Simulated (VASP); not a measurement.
# K3Pd (Pm-3m) in VASP: notebook

The runs below take K3Pd through single point, with PBE.

Everything below comes from runs of VASP 6.6.1. Logs are shortened: lines on timing, memory, paths and dates and some standing lists are left out, and cuts for length are marked.

**1. The cell of the first run**

Symmetry: Pm-3m, No. 221, cubic system. The conventional cell has a = 5.334 Å, b = 5.334 Å, c = 5.334 Å, α = 90.00°, β = 90.00°, γ = 90.00°. Pd (site symmetry m-3m) has 12 K at 3.77 Å within 5.0 Å. Within 5.0 Å of K (site symmetry 4/mmm) lie 4 Pd at 3.77 Å and 8 K at 3.77 Å.

**2. Single point, PBE**

INCAR

```
PREC = Accurate
ENCUT = 520
EDIFF = 1E-7
ISMEAR = -1
SIGMA = 0.05
LREAL = False
LASPH = True
NELM = 80
ALGO = Normal
ISIF = 2
LWAVE = False
LCHARG = False
GGA = PE
NBANDS = 26
```

KPOINTS

```
Automatic mesh
0
Gamma
  5 5 5
```

POSCAR

```
K3Pd
1.0
    5.3338590966      0.0000000000      0.0000000000
    0.0000000000      5.3338590966      0.0000000000
    0.0000000000      0.0000000000      5.3338590966
Pd K
1 3
Direct
    0.0000000000      0.0000000000      0.0000000000
    0.0000000000      0.5000000000      0.5000000000
    0.5000000000      0.0000000000      0.5000000000
    0.5000000000      0.5000000000      0.0000000000
```

Potentials or basis: VASP PAW PBE potentials, release 64 (Pd, K_sv).

On the command line:

```sh
$ cat potpaw_PBE.64/Pd/POTCAR potpaw_PBE.64/K_sv/POTCAR > POTCAR
$ mpirun -np 1 vasp_std > vasp.out
```

OUTCAR:

```text
PREC = Accurate
   ENCUT = 520
   EDIFF = 1E-7
   ISMEAR = -1
   LREAL = False
   LASPH = True
   NELM = 80
   ISIF = 2
   GGA = PE

 ion  position               nearest neighbor table
   1  0.000  0.000  0.000-
   2  0.000  0.500  0.500-   3 3.77   4 3.77   4 3.77   3 3.77   3 3.77   4 3.77   4 3.77   3 3.77

   3  0.500  0.000  0.500-   2 3.77   4 3.77   4 3.77   2 3.77   4 3.77   4 3.77   2 3.77   2 3.77

   4  0.500  0.500  0.000-   2 3.77   3 3.77   2 3.77   3 3.77   3 3.77   3 3.77   2 3.77   2 3.77

  LATTYP: Found a simple cubic cell.
 ALAT       =     5.3338590966

  Lattice vectors:

 A1 = (   5.3338590966,   0.0000000000,   0.0000000000)
 A2 = (   0.0000000000,   5.3338590966,   0.0000000000)
 A3 = (   0.0000000000,   0.0000000000,   5.3338590966)

Analysis of symmetry for initial positions (statically):
=====================================================================
 Subroutine PRICEL returns:
 Original cell was already a primitive cell.

 Routine SETGRP: Setting up the symmetry group for a
 simple cubic supercell.

 Subroutine GETGRP returns: Found 48 space group operations
 (whereof 48 operations were pure point group operations)
 out of a pool of 48 trial point group operations.

The static configuration has the point symmetry O_h .

Analysis of symmetry for dynamics (positions and initial velocities):
=====================================================================
 Subroutine PRICEL returns:
 Original cell was already a primitive cell.

 Routine SETGRP: Setting up the symmetry group for a
 simple cubic supercell.

 Subroutine GETGRP returns: Found 48 space group operations
 (whereof 48 operations were pure point group operations)
 out of a pool of 48 trial point group operations.

The dynamic configuration has the point symmetry O_h .

 Subroutine INISYM returns: Found 48 space group operations
 (whereof 48 operations are pure point group operations),
 and found     1 'primitive' translations

----------------------------------------------------------------------------------------

                                     Primitive cell

  volume of cell :     151.7486

  direct lattice vectors                    reciprocal lattice vectors
     5.333859097  0.000000000  0.000000000     0.187481518  0.000000000  0.000000000
     0.000000000  5.333859097  0.000000000     0.000000000  0.187481518  0.000000000
     0.000000000  0.000000000  5.333859097     0.000000000  0.000000000  0.187481518

  length of vectors
     5.333859097  5.333859097  5.333859097     0.187481518  0.187481518  0.187481518

  position of ions in fractional coordinates (direct lattice)
     0.000000000  0.000000000  0.000000000
     0.000000000  0.500000000  0.500000000
     0.500000000  0.000000000  0.500000000
     0.500000000  0.500000000  0.000000000

  ion indices of the primitive-cell ions
   primitive index   ion index
                 1           1
                 2           2
                 3           3
                 4           4

----------------------------------------------------------------------------------------

 KPOINTS: Automatic mesh

Automatic generation of k-mesh.
 Grid dimensions read from file:
 generate k-points for:    5    5    5

 Generating k-lattice:

  Cartesian coordinates                     Fractional coordinates (reciprocal lattice)
     0.037496304  0.000000000  0.000000000     0.200000000  0.000000000  0.000000000
     0.000000000  0.037496304  0.000000000     0.000000000  0.200000000  0.000000000
     0.000000000  0.000000000  0.037496304     0.000000000  0.000000000  0.200000000

  Length of vectors
     0.037496304  0.037496304  0.037496304

  Shift w.r.t. Gamma in fractional coordinates (k-lattice)
     0.000000000  0.000000000  0.000000000

 Subroutine IBZKPT returns following result:
 ===========================================

 Found     10 irreducible k-points:

 Following reciprocal coordinates:
            Coordinates               Weight
  0.000000  0.000000  0.000000      1.000000
  0.200000  0.000000  0.000000      6.000000
  0.400000  0.000000  0.000000      6.000000
  0.200000  0.200000  0.000000     12.000000
  0.400000  0.200000  0.000000     24.000000
  0.400000  0.400000  0.000000     12.000000
  0.200000  0.200000  0.200000      8.000000
  0.400000  0.200000  0.200000     24.000000
  0.400000  0.400000  0.200000     24.000000
  0.400000  0.400000  0.400000      8.000000
   k-points           NKPTS =     10   k-points in BZ     NKDIM =     10   number of bands    NBANDS=     26
   number of dos      NEDOS =    301   number of ions     NIONS =      4
   total plane-waves  NPLWV =  64000
   dimension x,y,z NGX =    40 NGY =   40 NGZ =   40
   dimension x,y,z NGXF=    80 NGYF=   80 NGZF=   80
   ions per type =               1   3
   NGX,Y,Z   is equivalent  to a cutoff of  12.47, 12.47, 12.47 a.u.
   NGXF,Y,Z  is equivalent  to a cutoff of  24.93, 24.93, 24.93 a.u.
 SYSTEM =  unknown system
   PREC   = accura    normal or accurate (medium, high low for compatibility)
   ISTART =      0    job   : 0-new  1-cont  2-samecut
   ICHARG =      2    charge: 1-file 2-atom 10-const
   ISPIN  =      1    spin polarized calculation?
   LNONCOLLINEAR =      F non collinear calculations
   LSORBIT =      F    spin-orbit coupling
   LASPH  =      T    aspherical Exc in radial PAW
   ENCUT  =  520.0 eV  38.22 Ry    6.18 a.u.   9.92  9.92  9.92*2*pi/ulx,y,z
   NELM   =     80;   NELMIN=  2; NELMDL= -5     # of ELM steps
   EDIFF  = 0.1E-06   stopping-criterion for ELM
   LREAL  =      F    real-space projection
   EDIFFG = 0.1E-05   stopping-criterion for IOM
   NSW    =      0    number of steps for IOM
   IBRION =     -1    ionic relax: 0-MD 1-quasi-New 2-CG
   NFREE  =      0    steps in history (QN), initial steepest desc. (CG)
   ISIF   =      2    stress and relaxation
   ISYM   =      2    0-nonsym 1-usesym 2-fastsym
   POTIM  = 0.5000    time-step for ionic-motion
   TEBEG  =    0.0;   TEEND  =   0.0 temperature during run
   PSTRESS=    0.0 pullay stress
   NELECT =      37.0000    total number of electrons
   NUPDOWN=      -1.0000    fix difference up-down
   EMIN   =  10.00;   EMAX   =-10.00  energy-range for DOS
   EFERMI =   0.00;   METHOD = LEGACY
   ISMEAR =    -1;   SIGMA  =   0.05  broadening in eV -4-tet -1-fermi 0-gaus
   EFERMI_NEDOS =   21; number of points for ismear=-14 and -15
   IALGO  =     38    algorithm
   IMIX   =      4    mixing-type and parameters
     AMIX     =   0.40;   BMIX     =  1.00
     AMIX_MAG =   1.60;   BMIX_MAG =  1.00
  volume/ion in A,a.u.               =      37.94       256.01
  Fermi-wavevector in a.u.,A,eV,Ry     =   1.022745  1.932707 14.231783  1.046007
  Thomas-Fermi vector in A             =   2.156441
   LORBIT       =      0    0 simple, 1 ext, 2 COOP (PROOUT), +10 PAW based schemes
   GGA     = PE    functional components
[... 5 lines left out ...]
 non-spin polarized calculation
  energy-cutoff  :      520.00
  volume of cell :      151.75
 maximum number of plane-waves:      4098
 NGX is ok and might be reduce to    40
   NGX = 19   NGY = 19   NGZ = 19

 number of electron      36.9999988 magnetization

 Free energy of the ion-electron system (eV)
  ---------------------------------------------------
  ext. energy  EPLUGINS =         0.00000000
  ---------------------------------------------------
  free energy    TOTEN  =        -7.54523954 eV

  energy without entropy =       -7.52842327  energy(sigma->0) =       -7.53683141

 E-fermi :   1.5683     XC(G=0):  -7.5799

 val. band max:        1.3191320556   @ k =   0.4000   0.2000   0.2000
 cond. band min:       1.5856068782   @ k =   0.4000   0.4000   0.0000
 fundamental gap:      0.2664748226
 Fermi energy:         1.5682935412

 k-point     1 :       0.0000    0.0000    0.0000
  band No.  band energies     occupation
      1     -30.2491      2.00000
      2     -30.1828      2.00000
      3     -30.1828      2.00000
      4     -13.9398      2.00000
      5     -13.9398      2.00000
      6     -13.9398      2.00000
[... 18 lines left out ...]
     25       4.8872      0.00000
     26       4.8872      0.00000

 k-point     2 :       0.2000    0.0000    0.0000
  band No.  band energies     occupation
      1     -30.2435      2.00000
      2     -30.1883      2.00000
      3     -30.1827      2.00000
      4     -13.9235      2.00000
      5     -13.9235      2.00000
      6     -13.9143      2.00000
[... 18 lines left out ...]
     25       5.0640      0.00000
     26       5.0640      0.00000

 k-point     3 :       0.4000    0.0000    0.0000
  band No.  band energies     occupation
      1     -30.2305      2.00000
      2     -30.2012      2.00000
      3     -30.1826      2.00000
      4     -13.8925      2.00000
      5     -13.8925      2.00000
      6     -13.8518      2.00000
[... 18 lines left out ...]
     25       5.2580      0.00000
     26       5.2580      0.00000

 k-point     4 :       0.2000    0.2000    0.0000
  band No.  band energies     occupation
      1     -30.2383      2.00000
      2     -30.1903      2.00000
      3     -30.1857      2.00000
      4     -13.9485      2.00000
      5     -13.9068      2.00000
      6     -13.8562      2.00000
[... 18 lines left out ...]
     25       5.1724      0.00000
     26       5.4755      0.00000

 k-point     5 :       0.4000    0.2000    0.0000
  band No.  band energies     occupation
      1     -30.2262      2.00000
      2     -30.2012      2.00000
      3     -30.1868      2.00000
      4     -13.9448      2.00000
      5     -13.8743      2.00000
      6     -13.7873      2.00000
[... 18 lines left out ...]
     25       5.3518      0.00000
     26       5.4854      0.00000

 k-point     6 :       0.4000    0.4000    0.0000
  band No.  band energies     occupation
      1     -30.2154      2.00000
      2     -30.2025      2.00000
      3     -30.1960      2.00000
      4     -13.9822      2.00000
      5     -13.8374      2.00000
      6     -13.8082      2.00000
[... 18 lines left out ...]
     25       5.1642      0.00000
     26       5.7631      0.00000

 k-point     7 :       0.2000    0.2000    0.2000
  band No.  band energies     occupation
      1     -30.2337      2.00000
      2     -30.1903      2.00000
      3     -30.1903      2.00000
      4     -13.9860      2.00000
      5     -13.8432      2.00000
      6     -13.8432      2.00000
[... 18 lines left out ...]
     25       5.0497      0.00000
     26       5.5562      0.00000

 k-point     8 :       0.4000    0.2000    0.2000
  band No.  band energies     occupation
      1     -30.2226      2.00000
      2     -30.2012      2.00000
      3     -30.1902      2.00000
      4     -14.0035      2.00000
      5     -13.8117      2.00000
      6     -13.7791      2.00000
[... 18 lines left out ...]
     25       5.2576      0.00000
     26       5.7244      0.00000

 k-point     9 :       0.4000    0.4000    0.2000
  band No.  band energies     occupation
      1     -30.2135      2.00000
      2     -30.2024      2.00000
      3     -30.1977      2.00000
      4     -14.0509      2.00000
      5     -13.8082      2.00000
      6     -13.7704      2.00000
[... 18 lines left out ...]
     25       4.7285      0.00000
     26       6.0909      0.00000

 k-point    10 :       0.4000    0.4000    0.4000
  band No.  band energies     occupation
      1     -30.2086      2.00000
      2     -30.2023      2.00000
      3     -30.2023      2.00000
      4     -14.1176      2.00000
      5     -13.8087      2.00000
      6     -13.8045      2.00000
[... 18 lines left out ...]
     25       4.1935      0.00000
     26       6.4195      0.00000

------------------------ aborting loop because EDIFF is reached ----------------------------------------

  FORCE on cell =-STRESS in cart. coord.  units (eV):
  Direction    XX          YY          ZZ          XY          YZ          ZX
  --------------------------------------------------------------------------------------
  -------------------------------------------------------------------------------------
  Total        0.5404721      0.5404721      0.5404721     -0.0000000      0.0000000     -0.0000000
  in kB        5.7063611      5.7063611      5.7063611     -0.0000000      0.0000000     -0.0000000
  external PRESSURE =       5.7063611 kB  Pullay stress =       0.0000000 kB

 VOLUME and BASIS-vectors are now :
 -----------------------------------------------------------------------------
  energy-cutoff  :      520.00
  volume of cell :      151.75
      direct lattice vectors                 reciprocal lattice vectors
     5.333859097  0.000000000  0.000000000     0.187481518  0.000000000  0.000000000
     0.000000000  5.333859097  0.000000000     0.000000000  0.187481518  0.000000000
     0.000000000  0.000000000  5.333859097     0.000000000  0.000000000  0.187481518

 POSITION                                       TOTAL-FORCE (eV/Angst)
 -----------------------------------------------------------------------------------
      0.00000      0.00000      0.00000         0.000000      0.000000      0.000000
      0.00000      2.66693      2.66693         0.000000      0.000000      0.000000
      2.66693      0.00000      2.66693         0.000000      0.000000      0.000000
      2.66693      2.66693      0.00000         0.000000      0.000000      0.000000
 -----------------------------------------------------------------------------------
    total drift:                               -0.000000     -0.000000     -0.000000

  FREE ENERGIE OF THE ION-ELECTRON SYSTEM (eV)
  ---------------------------------------------------
  free  energy   TOTEN  =        -7.5452395444 eV

  energy  without entropy=       -7.5284232708  energy(sigma->0) =       -7.53683141
```

Run time: 28 s. Hardware: 1 thread of Intel Xeon Platinum 8488C (Sapphire Rapids), shared host; peak memory 0.24 GiB.

What came out:

```
Free energy : -7.5452 eV
Pressure    : 0.6 GPa
```

[end of part 1 of 2]
